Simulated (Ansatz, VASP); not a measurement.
## Two plane-wave programs on HfN

```xyz
2
Lattice="2.8250 0.0000 0.0000 0.0000 2.8250 0.0000 0.0000 0.0000 2.8250" Properties=species:S:1:pos:R:3 pbc="T T T"
Hf    1.4125    1.4125    1.4125
N     0.0000    0.0000    0.0000
```

Alike in both runs: task relaxation of cell and atoms; functional PBEsol; k mesh 9 × 9 × 9; occupations fermi-dirac, width 0.05 eV; no spin polarisation.

|  | VASP | Ansatz |
| --- | --- | --- |
| version | VASP 6.6.1 | Ansatz 0.2.0 |
| potentials or method | VASP PAW PBE potentials, release 64 (Hf_pv, N) | Ansatz PAW |
| plane-wave cutoff (eV) | 600 | 420 |
| valence electrons in the cell | 15 | 31 |

Ansatz gave:

```
gap on the k mesh at the Fermi level, each at its own relaxed structure (eV) : none
relaxed volume (Å³/atom)                                                     : 10.88
relaxed cell length with the largest relative difference (Å)                 : 2.791
```

**Question.** Estimate VASP's values.

**Answer.** gap on the k mesh at the Fermi level, each at its own relaxed structure (eV): none; relaxed volume (Å³/atom): 10.75; relaxed cell length with the largest relative difference (Å): 2.781.

VASP's potentials were made for PBE, not for PBEsol. A gap of «none» marks a metal or a gap that the smearing closes. VASP's potentials hold 15 valence electrons a cell and Ansatz's 31, so a difference there can come from the potentials and not from the codes.

Neither program's run includes spin-orbit coupling. Noted on Ansatz's run: the plane-wave basis is chosen anew once the cell has moved, so the energies of steps on either side of that aren't comparable.
